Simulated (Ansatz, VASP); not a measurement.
# Hf in VASP and in Ansatz

File INCAR:

```
ALGO = Fast ; EDIFF = 1E-6
EDIFFG = -0.005 ; ENCUT = 600
GGA = PS ; IBRION = 2
ISIF = 3 ; ISMEAR = 0
LASPH = True ; LCHARG = False
LREAL = False ; LWAVE = False
NELM = 80 ; NSW = 100
PREC = Accurate ; SIGMA = 0.1
```

The input KPOINTS:

```
k-points
0
Gamma
  15 15 8
```

File POSCAR:

```
Hf
1.0
    3.1923846315      0.0000000000      0.0000000000
   -1.5961923157      2.7646861895      0.0000000000
    0.0000000000      0.0000000000      5.0450416400
Hf
2
Direct
    0.3333333300      0.6666666700      0.2500000000
    0.6666666700      0.3333333300      0.7500000000
```

Input for Ansatz:

```yaml
crystal:
  lattice:
    - [3.1923846315, 0.0, 0.0]
    - [-1.5961923157, 2.7646861895, 0.0]
    - [0.0, 0.0, 5.04504164]
  atoms:
    - { symbol: Hf, position: [0.33333333, 0.66666667, 0.25] }
    - { symbol: Hf, position: [0.66666667, 0.33333333, 0.75] }
basis:
  ecutwfc: 420
kpoints:
  mp_grid: { grid: [15, 15, 8] }
hamiltonian:
  xc: pbesol
scf:
  occupations: { method: gaussian, width: 0.1 }
output:
  forces: true
  stress: true
  eigenvalues: true
relax:
  adjacent_minimum: "off"
  f_tol: 0.005
  max_steps: 80
  cell: { stress_tol: 0.05 }
```

Alike in both runs: task relaxation of cell and atoms; functional PBEsol; k mesh 15 × 15 × 8; occupations gaussian, width 0.1 eV; no spin polarisation.

|  | VASP | Ansatz |
| --- | --- | --- |
| version | VASP 6.6.1 | Ansatz 0.2.0 |
| potentials or method | VASP PAW PBE potentials, release 64 (Hf_pv), cutoff 600 eV | scalar-relativistic, plane waves, PAW |
| valence electrons in the cell | 20 | 52 |

|  | VASP | Ansatz | Ansatz less VASP |
| --- | --- | --- | --- |
| gap on the k mesh at the Fermi level, each at its own relaxed structure (eV) | none | none | - |
| relaxed volume (Å³/atom) | 21.54 | 21.61 | +0.064 |
| relaxed cell length with the largest relative difference (Å) | 4.989 | 4.996 | +0.0073 |

VASP's potentials were made for PBE, not for PBEsol. A gap of «none» marks a metal or a gap that the smearing closes. VASP's potentials hold 20 valence electrons a cell and Ansatz's 52, so a difference there can come from the potentials and not from the codes.

Neither program's run includes spin-orbit coupling.
